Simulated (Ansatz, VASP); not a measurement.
Given: the input of a run of VASP 6.6.1 on Pd.

The input POSCAR:

```
Pd
1.0
   -1.5722810000      1.5722810000      1.5722810000
    1.5722810000     -1.5722810000      1.5722810000
    1.5722810000      1.5722810000     -1.5722810000
Pd
1
Direct
    0.0000000000      0.0000000000      0.0000000000
```

The input INCAR.step1:

```
PREC     = Accurate       # precision mode
ENCUT    = 600            # plane-wave cutoff, eV
EDIFF    = 1E-5           # SCF threshold, eV
ISMEAR   = -1             # smearing method
SIGMA    = 0.05           # smearing width, eV
LREAL    = F              # projectors in reciprocal space
LASPH    = T              # aspherical terms in the spheres
NELM     = 80             # most SCF steps
ALGO     = Normal         # electronic algorithm
LWAVE    = T              # write WAVECAR
LCHARG   = F              # write CHGCAR
GGA      = PE             # functional
NBANDS   = 11             # bands
```

Contents of INCAR.step2:

```
PREC     = Accurate       # precision mode
ENCUT    = 600            # plane-wave cutoff, eV
EDIFF    = 1E-6           # SCF threshold, eV
ISMEAR   = -1             # smearing method
SIGMA    = 0.05           # smearing width, eV
LREAL    = F              # projectors in reciprocal space
LASPH    = T              # aspherical terms in the spheres
NELM     = 80             # most SCF steps
ALGO     = Normal         # electronic algorithm
ISIF     = 3              # what is computed and relaxed
LWAVE    = F              # write WAVECAR
LCHARG   = F              # write CHGCAR
GGA      = PE             # functional
LHFCALC  = T              # exact exchange
AEXX     = 0.25           # exact-exchange fraction
PRECFOCK = Normal       
IBRION   = 2              # ionic algorithm
NSW      = 60             # ionic steps
EDIFFG   = -0.01          # ionic threshold
ISTART   = 1
```

KPOINTS

```
Automatic mesh
0
Gamma
  6 6 6
```

Potentials or basis: VASP PAW PBE potentials, release 64 (Pd).

Command:

```console
$ cat potpaw_PBE.64/Pd/POTCAR > POTCAR
$ cp INCAR.step1 INCAR
$ mpirun -np 1 vasp_std > vasp.out
$ cp INCAR.step2 INCAR
$ mpirun -np 1 vasp_std > vasp.out
```

Problem. Set up the same calculation for Ansatz 0.2.0. Potentials there: Ansatz PAW.

Solution. As run (the cutoff follows the program's own potentials):

Contents of input:

```
crystal:
  lattice:
    - [-1.572281, 1.572281, 1.572281]
    - [1.572281, -1.572281, 1.572281]
    - [1.572281, 1.572281, -1.572281]
  atoms:
    - { symbol: Pd, position: [0.0, 0.0, 0.0] }
hamiltonian:
  xc: pbe0
  pseudopotentials: { kind: paw }
kpoints:
  mp_grid: { grid: [6, 6, 6] }
scf:
  occupations: { method: fermi_dirac, width: 0.05 }
output:
  forces: true
  stress: true
  eigenvalues: true
relax:
  f_tol: 0.01
  max_steps: 40
  cell: { stress_tol: 0.05 }
```

Both were run:

|  | VASP | Ansatz | Ansatz less VASP |
| --- | --- | --- | --- |
| gap on the k mesh at the Fermi level, each at its own relaxed structure (eV) | none | none | - |
| relaxed volume (Å³/atom) | 14.91 | 14.89 | -0.020 |
| relaxed length of the cell vector where the two differ most in proportion (Å) | 2.686 | 2.684 | -0.0012 |

A gap of «none» marks a metal or a gap that the smearing closes. VASP's potentials hold 10 valence electrons a cell and Ansatz's 18, so a difference there can come from the potentials and not from the codes.

The k mesh is coarse, so the values compare programs but aren't converged. Noted on Ansatz's run: the plane-wave basis is chosen anew once the cell has moved, so the energies of steps on either side of that aren't comparable.
